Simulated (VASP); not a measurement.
Write the native input for VASP 6.6.1 that does the following.

```
Task                   : relaxation of cell and atoms
Functional             : PBE
Potentials or basis    : VASP PAW PBE potentials, release 64 (Si, Ge_d)
Cutoff                 : 600 eV
k mesh                 : 6 × 6 × 4
Occupations            : gaussian, width 0.1 eV
Spin                   : no spin polarisation
Dipole correction      : no
Further INCAR settings : ALGO = Normal; EDIFF = 1e-06; IBRION = 2; EDIFFG = -0.04; NSW = 90; ISIF = 3
```

The structure of Si3Ge lies in POSCAR:

```
Si3Ge
1.0
    3.7266508700      0.0000000000      0.0000000000
    0.0000000000      3.7266508700      0.0000000000
    0.0000000000      0.0000000000      4.8367554200
Si Ge
3 1
Direct
    0.0000000000      0.5000000000      0.0000000000
    0.5000000000      0.0000000000      0.0000000000
    0.0000000000      0.0000000000      0.5000000000
    0.5000000000      0.5000000000      0.0000000000
```

The input as run:

INCAR

```
SYSTEM = Si3Ge
PREC     = Accurate       ! precision mode
ENCUT    = 600            ! plane-wave cutoff, eV
EDIFF    = 1E-6           ! SCF threshold, eV
ISMEAR   = 0              ! smearing method
SIGMA    = 0.1            ! smearing width, eV
LREAL    = .FALSE.        ! projectors in reciprocal space
LASPH    = .TRUE.         ! aspherical terms in the spheres
NELM     = 60             ! most SCF steps
ALGO     = Normal         ! electronic algorithm
ISIF     = 3              ! what is computed and relaxed
LWAVE    = .FALSE.        ! write WAVECAR
LCHARG   = .FALSE.        ! write CHGCAR
GGA      = PE             ! functional
IBRION   = 2              ! ionic algorithm
NSW      = 90             ! ionic steps
EDIFFG   = -0.04          ! ionic threshold
```

KPOINTS

```
regular mesh
0
G
  6 6 4
  0 0 0
```

Potentials or basis: VASP PAW PBE potentials, release 64 (Si, Ge_d).

Command:

```console
$ cat potpaw_PBE.64/Si/POTCAR potpaw_PBE.64/Ge_d/POTCAR > POTCAR
$ mpirun -np 1 vasp_std > vasp.out
```

Results of the run:

```yaml
Relaxed_volume: 16.36 Å³/atom
Relaxed_cell: a = 4.913 Å, b = 4.913 Å, c = 2.711 Å, α = 90.00°, β = 90.00°, γ = 90.00°
Space_group_after_relaxing_to_0.05_Å: P4/mmm (No. 123)
Energy_gained_by_relaxing: 3132.7 meV/atom
Ionic_steps: 18
Pressure_after_relaxing: -0.1 GPa
Band_gap_on_the_k_mesh: zero (band 13 reaches 10.18 eV, above the bottom of band 14 at 6.90 eV)
```

It took 8.8 min on 1 thread of Intel(R) Xeon(R) Platinum 8259CL CPU @ 2.50GHz (Skylake/Cascade Lake), on a shared host, peak memory 0.22 GiB.
